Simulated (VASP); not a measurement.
Write the native input for VASP 6.6.1 that does the following.

```
Task                   : single point
Functional             : LDA
Potentials or basis    : VASP PAW LDA potentials, release 64 (W_sv)
Cutoff                 : 520 eV
k mesh                 : 32 × 32 × 32
Occupations            : gaussian, width 0.3 eV
Spin                   : no spin polarisation
Dipole correction      : no
Further INCAR settings : ALGO = Fast; EDIFF = 1e-07; NBANDS = 13
```

The structure of W lies in POSCAR:

```
W
1.0
   -1.5676765859      1.5676765859      1.5676765859
    1.5676765859     -1.5676765859      1.5676765859
    1.5676765859      1.5676765859     -1.5676765859
W
1
Direct
    0.0000000000      0.0000000000      0.0000000000
```

The input as run:

INCAR

```
PREC = Accurate ; ENCUT = 520
EDIFF = 1E-7 ; ISMEAR = 0
SIGMA = 0.3 ; LREAL = False
LASPH = True ; NELM = 100
ALGO = Fast ; ISIF = 2
LWAVE = False ; LCHARG = False
NBANDS = 13
```

KPOINTS

```
regular mesh
0
Gamma
  32 32 32
```

Potentials or basis: VASP PAW LDA potentials, release 64 (W_sv).

Launch:

```bash
$ cat potpaw_LDA.64/W_sv/POTCAR > POTCAR
$ mpirun -np 1 vasp_std > vasp.out
```

Results of the run:

The pressure is 1.9 GPa and the band gap on the k mesh is zero (bands 7 and 8 overlap by 6.66 eV).

Caveat: so wide a smearing shifts energies and pressures; spin-orbit coupling is left out, which moves the levels of the heavy elements.

Wall time 64 s on 1 thread of Intel(R) Xeon(R) 6975P-C (Granite Rapids), with other jobs on the host, peak memory 0.26 GiB.
